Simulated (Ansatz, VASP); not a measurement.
## Mo in VASP and in Ansatz

```
Mo
1.0
    -1.58022    1.58022    1.65923
     1.58022   -1.58022    1.65923
     1.58022    1.58022   -1.65923
Mo
1
Direct
  0.00000 0.00000 0.00000
```

Change from the starting cell: strain +0.000 along x and y, +0.050 along z, atoms carried along.

Alike in both runs: task single point; functional PBE; k mesh 26 × 26 × 26; occupations gaussian, width 0.15 eV; no spin polarisation.

```csv
,VASP,Ansatz
version,VASP 6.6.1,Ansatz 0.2.0
potentials or method,"VASP PAW PBE potentials, release 64 (Mo_sv), cutoff 520 eV","scalar-relativistic, plane waves, PAW"
valence electrons in the cell,14,14
```

|  | VASP | Ansatz | Ansatz less VASP |
| --- | --- | --- | --- |
| gap on the k mesh at the Fermi level (eV) | none | none | - |
| pressure (GPa) | -10.6 | -11.1 | -0.47 |
| traceless stress, the component that is largest in VASP (GPa) | -8.42 | -8.43 | -0.005 |

A gap of «none» marks a metal or a gap that the smearing closes. With one functional, cell and mesh, what is left measures potentials, basis and numerics.
